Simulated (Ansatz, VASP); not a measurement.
# Two plane-wave programs on CoO

```
Co O
1.0
     0.00000    2.15281    2.13150
     2.15281    0.00000    2.13150
     2.15281    2.15281    0.00000
Co O
1 1
Cartesian
  0.0000 0.0000 0.0000
  2.1528 2.1528 2.1315
```

Alike in both runs: task single point; functional PBE; k mesh 14 × 14 × 14; collinear spin.

|  | VASP | Ansatz |
| --- | --- | --- |
| version | VASP 6.6.1 | Ansatz 0.2.0 |
| potentials or method | VASP PAW PBE potentials, release 64 (Co, O), cutoff 520 eV | plane waves, PAW |
| occupations | methfessel-paxton of order 1, width 0.15 eV | cold, width 0.15 eV |
| valence electrons in the cell | 15 | 23 |

VASP gave:

| Item | Value |
| --- | --- |
| pressure (GPa) | -5.4 |
| traceless stress, the component that is largest in VASP (GPa) | -0.14 |
| net moment per atom (μB) | 1.49 |
| size of the moment on the site where the two differ most (μB) | 2.60 |

Task: Which values does Ansatz return?

Result: Pressure (GPa): -4.9; traceless stress, the component that is largest in VASP (GPa): -0.07; net moment per atom (μB): 1.50; size of the moment on the site where the two differ most (μB): 2.54.

Site moments also hang on the region over which each program counts them. VASP's potentials hold 15 valence electrons a cell and Ansatz's 23, so a difference there can come from the potentials and not from the codes. Ansatz's warnings: given moment on shells, stability check not made.
